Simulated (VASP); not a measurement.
# TaSi2 (C222) in VASP: single point with PBEsol

Aim: the single point of TaSi2 with PBEsol.

Everything below comes from runs of VASP 6.6.1. Logs are shortened: lines on timing, memory, paths and dates and some standing lists are left out, and cuts for length are marked.

## (1) The cell of the first run

Symmetry: C222, No. 21, orthorhombic system. The conventional cell has a = 4.761 Å, b = 8.246 Å, c = 15.112 Å, α = 90.00°, β = 90.00°, γ = 90.00°. Ta (site symmetry 2) has 8 Si at 2.60 to 2.81 Å and 2 Ta at 3.23 Å within 3.4 Å. Within 3.4 Å of Ta (site symmetry 2) lie 10 Si at 2.60 to 2.81 Å and 4 Ta at 3.23 Å. Ta (site symmetry 2) has 10 Si at 2.60 to 2.81 Å and 4 Ta at 3.23 Å within 3.4 Å. Si (site symmetry 1) has 6 Si at 2.55 to 3.31 Å and 4 Ta at 2.60 to 2.81 Å within 3.4 Å. Within 3.4 Å of Si (site symmetry 1) lie 9 Si at 2.55 to 3.31 Å and 5 Ta at 2.60 to 2.81 Å. Within 3.4 Å of Si (site symmetry 1) lie 9 Si at 2.55 to 3.31 Å and 5 Ta at 2.60 to 2.81 Å.

## (2) Single point, PBEsol (the distance across one plane changed)

INCAR

```
SYSTEM = TaSi2
PREC = Accurate
ENCUT = 520
EDIFF = 1E-6
ISMEAR = 0
SIGMA = 0.15
LREAL = Auto
LASPH = .True.
NELM = 100
ALGO = Normal
ISIF = 2
LWAVE = .False.
LCHARG = .False.
GGA = PS
NBANDS = 72
```

KPOINTS

```
regular mesh
0
Gamma
  9 9 3
  0 0 0
```

POSCAR

```
TaSi2
1.0
   -4.7608595400      0.0000000000      0.0000000000
   -2.3804297700     -4.1230253055      0.0000000000
    0.0000000000      0.0000000000     15.1115682148
Ta Si
6 12
Direct
    0.5000000000      1.0000000000      0.0723187160
    0.5000000000      1.0000000000      0.5061442472
    0.0000000000      0.5000000000      0.2169272264
    0.0000000000      0.5000000000      0.6507527576
    0.5000000000      0.5000000000      0.7953612680
    0.5000000000      0.5000000000      0.3615357368
    0.1592675414      0.6814649172      0.0723187160
    0.1592675414      0.6814649172      0.5061442472
    0.3185350828      0.8407324586      0.2169272264
    0.3185350828      0.8407324586      0.6507527576
    0.1592675414      0.1592675414      0.7953612680
    0.1592675414      0.1592675414      0.3615357368
    0.8407324586      0.3185350828      0.0723187160
    0.8407324586      0.3185350828      0.5061442472
    0.6814649172      0.1592675414      0.2169272264
    0.6814649172      0.1592675414      0.6507527576
    0.8407324586      0.8407324586      0.7953612680
    0.8407324586      0.8407324586      0.3615357368
```

Potentials or basis: VASP PAW PBE potentials, release 64 (Ta_pv, Si).

The run is started by

```
cat potpaw_PBE.64/Ta_pv/POTCAR potpaw_PBE.64/Si/POTCAR > POTCAR
mpirun -np 1 vasp_std > vasp.out
```

OUTCAR:

```text
SYSTEM = TaSi2
   PREC = Accurate
   ENCUT = 520
   EDIFF = 1E-6
   ISMEAR = 0
   LREAL = Auto
   LASPH = .True.
   NELM = 100
   ISIF = 2
   GGA = PS

 ion  position               nearest neighbor table
   1  0.500  0.000  0.072-   9 2.60  15 2.60   7 2.72  13 2.72   7 2.72  13 2.72  13 2.81   7 2.81
                             3 3.23   3 3.23
   2  0.500  0.000  0.506-  12 2.60  18 2.60  16 2.60  10 2.60  14 2.72   8 2.72   8 2.72  14 2.72
                            14 2.81   8 2.81   6 3.23   6 3.23   4 3.23   4 3.23
   3  0.000  0.500  0.217-   7 2.60  13 2.60  12 2.60  18 2.60  15 2.72   9 2.72  15 2.72   9 2.72
                            15 2.81   9 2.81   6 3.23   6 3.23   1 3.23   1 3.23
   4  0.000  0.500  0.651-   8 2.60  14 2.60  11 2.60  17 2.60  16 2.72  10 2.72  16 2.72  10 2.72
                            16 2.81  10 2.81   5 3.23   5 3.23   2 3.23   2 3.23
   5  0.500  0.500  0.795-  10 2.60  16 2.60  11 2.72  17 2.72  17 2.72  11 2.72  11 2.81  17 2.81
                             4 3.23   4 3.23
   6  0.500  0.500  0.362-   8 2.60  14 2.60   9 2.60  15 2.60  12 2.72  18 2.72  18 2.72  12 2.72
                            12 2.81  18 2.81   3 3.23   3 3.23   2 3.23   2 3.23
   7  0.159  0.681  0.072-   9 2.55   3 2.60  13 2.63   1 2.72   1 2.72   1 2.81  13 2.81  13 2.81

   8  0.159  0.681  0.506-  18 2.55  10 2.55   6 2.60   4 2.60  14 2.63   2 2.72   2 2.72   2 2.81
                            14 2.81  14 2.81
   9  0.319  0.841  0.217-   7 2.55  12 2.55   1 2.60   6 2.60  15 2.63   3 2.72   3 2.72   3 2.81
                            15 2.81  15 2.81
  10  0.319  0.841  0.651-   8 2.55  11 2.55   2 2.60   5 2.60  16 2.63   4 2.72   4 2.72   4 2.81
                            16 2.81  16 2.81
  11  0.159  0.159  0.795-  10 2.55   4 2.60  17 2.63   5 2.72   5 2.72   5 2.81  17 2.81  17 2.81
[... 13 lines left out ...]
  18  0.841  0.841  0.362-   8 2.55  15 2.55   2 2.60   3 2.60  12 2.63   6 2.72   6 2.72   6 2.81
                            12 2.81  12 2.81

  LATTYP: Found a hexagonal cell.
 ALAT       =     4.7608595400
 C/A-ratio  =     3.1741260350

  Lattice vectors:

 A1 = (   2.3804297700,   4.1230253055,   0.0000000000)
 A2 = (  -4.7608595400,   0.0000000000,   0.0000000000)
 A3 = (   0.0000000000,   0.0000000000,  15.1115682148)

Analysis of symmetry for initial positions (statically):
=====================================================================
 Subroutine PRICEL returns:
 Original cell was already a primitive cell.

 Routine SETGRP: Setting up the symmetry group for a
 hexagonal supercell.

 Subroutine GETGRP returns: Found  4 space group operations
 (whereof  2 operations were pure point group operations)
 out of a pool of 24 trial point group operations.

The static configuration has the point symmetry C_2 .
 The point group associated with its full space group is D_2 .

Analysis of symmetry for dynamics (positions and initial velocities):
=====================================================================
 Subroutine PRICEL returns:
 Original cell was already a primitive cell.

 Routine SETGRP: Setting up the symmetry group for a
 hexagonal supercell.

 Subroutine GETGRP returns: Found  4 space group operations
 (whereof  2 operations were pure point group operations)
 out of a pool of 24 trial point group operations.

The dynamic configuration has the point symmetry C_2 .
 The point group associated with its full space group is D_2 .

 Subroutine INISYM returns: Found  4 space group operations
 (whereof  2 operations are pure point group operations),
 and found     1 'primitive' translations

----------------------------------------------------------------------------------------

                                     Primitive cell

  volume of cell :     296.6272

  direct lattice vectors                    reciprocal lattice vectors
    -4.760859540  0.000000000  0.000000000    -0.210046104  0.121270175  0.000000000
    -2.380429770 -4.123025305  0.000000000     0.000000000 -0.242540350  0.000000000
     0.000000000  0.000000000 15.111568215     0.000000000  0.000000000  0.066174469

  length of vectors
     4.760859540  4.760859540 15.111568215     0.242540350  0.242540350  0.066174469

  position of ions in fractional coordinates (direct lattice)
     0.500000000  0.000000000  0.072318716
     0.500000000  0.000000000  0.506144247
     0.000000000  0.500000000  0.216927226
     0.000000000  0.500000000  0.650752758
     0.500000000  0.500000000  0.795361268
     0.500000000  0.500000000  0.361535737
[... 10 lines left out ...]
     0.840732459  0.840732459  0.795361268
     0.840732459  0.840732459  0.361535737

  ion indices of the primitive-cell ions
   primitive index   ion index
                 1           1
                 2           2
                 3           3
                 4           4
                 5           5
                 6           6
[... 10 lines left out ...]
                17          17
                18          18

----------------------------------------------------------------------------------------

 KPOINTS: regular mesh

Automatic generation of k-mesh.
 Grid dimensions read from file:
 generate k-points for:    9    9    3

 Generating k-lattice:

  Cartesian coordinates                     Fractional coordinates (reciprocal lattice)
    -0.023338456  0.013474464  0.000000000     0.111111111 -0.000000000  0.000000000
     0.000000000 -0.026948928  0.000000000     0.000000000  0.111111111  0.000000000
     0.000000000  0.000000000  0.022058156     0.000000000  0.000000000  0.333333333

  Length of vectors
     0.026948928  0.026948928  0.022058156

  Shift w.r.t. Gamma in fractional coordinates (k-lattice)
     0.000000000  0.000000000  0.000000000

 Subroutine IBZKPT returns following result:
 ===========================================

 Found     50 irreducible k-points:

 Following reciprocal coordinates:
            Coordinates               Weight
  0.000000  0.000000  0.000000      1.000000
  0.111111  0.000000  0.000000      2.000000
  0.111111  0.111111  0.000000      4.000000
  0.222222  0.000000  0.000000      2.000000
  0.222222  0.222222  0.000000      4.000000
  0.333333 -0.000000  0.000000      2.000000
[... 16 lines left out ...]
  0.333333 -0.444444  0.000000      4.000000
 -0.222222  0.333333  0.000000      4.000000
 [... further k-points ...]
   k-points           NKPTS =     50   k-points in BZ     NKDIM =     50   number of bands    NBANDS=     72
   number of dos      NEDOS =    301   number of ions     NIONS =     18
   total plane-waves  NPLWV = 145152
   dimension x,y,z NGX =    36 NGY =   36 NGZ =  112
   dimension x,y,z NGXF=    72 NGYF=   72 NGZF=  224
   ions per type =               6  12
   NGX,Y,Z   is equivalent  to a cutoff of  12.57, 12.57, 12.32 a.u.
   NGXF,Y,Z  is equivalent  to a cutoff of  25.14, 25.14, 24.64 a.u.
 SYSTEM =  TaSi2
   PREC   = accura    normal or accurate (medium, high low for compatibility)
   ISTART =      0    job   : 0-new  1-cont  2-samecut
   ICHARG =      2    charge: 1-file 2-atom 10-const
   ISPIN  =      1    spin polarized calculation?
   LNONCOLLINEAR =      F non collinear calculations
   LSORBIT =      F    spin-orbit coupling
   LASPH  =      T    aspherical Exc in radial PAW
   ENCUT  =  520.0 eV  38.22 Ry    6.18 a.u.   8.85  8.85 28.10*2*pi/ulx,y,z
   NELM   =    100;   NELMIN=  2; NELMDL= -5     # of ELM steps
   EDIFF  = 0.1E-05   stopping-criterion for ELM
   LREAL  =      T    real-space projection
   EDIFFG = 0.1E-04   stopping-criterion for IOM
   NSW    =      0    number of steps for IOM
   IBRION =     -1    ionic relax: 0-MD 1-quasi-New 2-CG
   NFREE  =      0    steps in history (QN), initial steepest desc. (CG)
   ISIF   =      2    stress and relaxation
   ISYM   =      2    0-nonsym 1-usesym 2-fastsym
   POTIM  = 0.5000    time-step for ionic-motion
   TEBEG  =    0.0;   TEEND  =   0.0 temperature during run
   PSTRESS=    0.0 pullay stress
   NELECT =     114.0000    total number of electrons
   NUPDOWN=      -1.0000    fix difference up-down
   EMIN   =  10.00;   EMAX   =-10.00  energy-range for DOS
   EFERMI =   0.00;   METHOD = LEGACY
   ISMEAR =     0;   SIGMA  =   0.15  broadening in eV -4-tet -1-fermi 0-gaus
   EFERMI_NEDOS =   21; number of points for ismear=-14 and -15
   IALGO  =     38    algorithm
   IMIX   =      4    mixing-type and parameters
     AMIX     =   0.40;   BMIX     =  1.00
     AMIX_MAG =   1.60;   BMIX_MAG =  1.00
  volume/ion in A,a.u.               =      16.48       111.21
  Fermi-wavevector in a.u.,A,eV,Ry     =   1.190254  2.249253 19.275421  1.416703
  Thomas-Fermi vector in A             =   2.326342
   LORBIT       =      0    0 simple, 1 ext, 2 COOP (PROOUT), +10 PAW based schemes
   GGA     = PS    functional components
   LHFCALC =     F    Hartree Fock is set to
   AEXX    =    0.0000 exact exchange contribution
   IVDW    =     0    specifies the selected vdW correction
   LEPSILON=     F    determine dielectric tensor
   LRPA    =     F    only Hartree local field effects (RPA)
 non-spin polarized calculation
 Gauss-broadening in eV      SIGMA  =   0.15
  energy-cutoff  :      520.00
  volume of cell :      296.63
 maximum number of plane-waves:      8028
   NGX = 17   NGY = 17   NGZ = 57

 number of electron     114.0000000 magnetization

 Free energy of the ion-electron system (eV)
  ---------------------------------------------------
  ext. energy  EPLUGINS =         0.00000000
  ---------------------------------------------------
  free energy    TOTEN  =      -148.59681234 eV

  energy without entropy =     -148.45308621  energy(sigma->0) =     -148.52494927

 E-fermi :   7.6164     XC(G=0): -11.3283

 val. band max:        7.6078501204   @ k =   0.1111   0.1111   0.3333
 cond. band min:       7.6310944039   @ k =  -0.3333   0.3333   0.3333
 fundamental gap:      0.0232442835
 Fermi energy:         7.6164298446

 k-point     1 :       0.0000    0.0000    0.0000
  band No.  band energies     occupation
      1     -26.9606      2.00000
      2     -26.9595      2.00000
      3     -26.7236      2.00000
      4     -26.7230      2.00000
      5     -26.6945      2.00000
      6     -26.6943      2.00000
[... 1717 lines left out ...]
     68      10.2815      0.00000
     69      10.3013      0.00000

 [... further k-points ...]

 [bands above 69 left out]

------------------------ aborting loop because EDIFF is reached ----------------------------------------

  FORCE on cell =-STRESS in cart. coord.  units (eV):
  Direction    XX          YY          ZZ          XY          YZ          ZX
  --------------------------------------------------------------------------------------
  -------------------------------------------------------------------------------------
  Total       -8.3741970     -7.7913096     -3.4821397      0.5047953      0.0000000      0.0000000
  in kB      -45.2316935    -42.0833340    -18.8081408      2.7265593      0.0000000      0.0000000
  external PRESSURE =     -35.3743894 kB  Pullay stress =       0.0000000 kB

 VOLUME and BASIS-vectors are now :
 -----------------------------------------------------------------------------
  energy-cutoff  :      520.00
  volume of cell :      296.63
      direct lattice vectors                 reciprocal lattice vectors
    -4.760859540  0.000000000  0.000000000    -0.210046104  0.121270175  0.000000000
    -2.380429770 -4.123025305  0.000000000     0.000000000 -0.242540350  0.000000000
     0.000000000  0.000000000 15.111568215     0.000000000  0.000000000  0.066174469

 POSITION                                       TOTAL-FORCE (eV/Angst)
 -----------------------------------------------------------------------------------
     -2.38043      0.00000      1.09285        -0.000000      0.000000      0.639269
     -2.38043      0.00000      7.64863        -0.000000      0.000000     -0.007728
     -1.19021     -2.06151      3.27811        -0.000000      0.000000      0.459555
     -1.19021     -2.06151      9.83389        -0.000000      0.000000     -0.459555
     -3.57064     -2.06151     12.01916        -0.000000      0.000000     -0.639269
     -3.57064     -2.06151      5.46337        -0.000000      0.000000      0.007728
[... 10 lines left out ...]
     -6.00391     -3.46636     12.01916         0.365708     -0.000667      0.691636
     -6.00391     -3.46636      5.46337         0.070576     -0.013109     -0.043302
 -----------------------------------------------------------------------------------
    total drift:                               -0.000000      0.000000     -0.000006

  FREE ENERGIE OF THE ION-ELECTRON SYSTEM (eV)
  ---------------------------------------------------
  free  energy   TOTEN  =      -148.5968123434 eV

  energy  without entropy=     -148.4530862058  energy(sigma->0) =     -148.52494927
```

Run time: 18 min. Hardware: 1 thread of Intel Xeon 6975P-C (Granite Rapids), shared host; peak memory 0.79 GiB.

Results:

| Quantity | Value |
| --- | --- |
| Free energy | -148.5968 eV |
| Pressure | -3.5 GPa |
| Largest force | 0.782 eV/Å |
| Band gap on the k mesh | zero (bands 57 and 58 overlap by 0.32 eV) |

Forces on the atoms (eV/Å):
```
Ta   0.000  0.000  0.639
Ta   0.000  0.000 -0.008
Ta   0.000  0.000  0.460
Ta   0.000  0.000 -0.460
Ta   0.000  0.000 -0.639
Ta   0.000  0.000  0.008
Si  -0.183  0.316 -0.692
Si  -0.047  0.055  0.043
Si  -0.185 -0.189 -0.313
Si   0.071  0.255  0.313
Si  -0.366  0.001  0.692
Si  -0.071  0.013 -0.043
Si   0.183 -0.316 -0.692
Si   0.047 -0.055  0.043
Si   0.185  0.189 -0.313
Si  -0.071 -0.255  0.313
Si   0.366 -0.001  0.692
Si   0.071 -0.013 -0.043
```

Stress tensor (GPa, compression positive):
```
-4.52  0.27  0.00
 0.27 -4.21  0.00
 0.00  0.00 -1.88
```

Caveat: the cell differs from its parent crystal (the distance across one plane changed); the cell stands under tension; the PAW data sets were made with another functional, which shifts forces and pressure a little; spin-orbit coupling is left out, which moves the levels of the heavy elements.

The gap in the log of VASP goes by the Fermi energy; the results here count the filled bands.